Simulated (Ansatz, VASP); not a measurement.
# CuSn3: VASP beside Ansatz

```
CELL_PARAMETERS angstrom
-2.23990 2.23990 4.91941
2.23990 -2.23990 4.91941
2.23990 2.23990 -4.91941
ATOMIC_POSITIONS crystal
Sn 0.50000 0.50000 0.00000
Sn 0.25000 0.75000 0.50000
Sn 0.75000 0.25000 0.50000
Cu 0.00000 0.00000 0.00000
```

Alike in both runs: functional PBEsol; k mesh 7 × 7 × 7; occupations fermi-dirac, width 0.05 eV; no spin polarisation.

|  | VASP | Ansatz |
| --- | --- | --- |
| version | VASP 6.6.1 | Ansatz 0.2.0 |
| potentials or method | VASP PAW PBE potentials, release 64 (Sn_d, Cu) | Ansatz PAW |
| plane-wave cutoff (eV) | 520 | 420 |
| valence electrons in the cell | 53 | 61 |
| task | single point | band structure |

```tsv
	VASP	Ansatz	Ansatz less VASP
gap on the k mesh at the Fermi level (eV)	none	none	-
pressure (GPa)	-4.3	-4.3	-0.02
traceless stress, the component that is largest in VASP (GPa)	0.35	0.35	-0.001
```

VASP's potentials were made for PBE, not for PBEsol. A gap of «none» marks a metal or a gap that the smearing closes. With one functional, cell and mesh, what is left measures potentials, basis and numerics. VASP's potentials hold 53 valence electrons a cell and Ansatz's 61, so a difference there can come from the potentials and not from the codes.
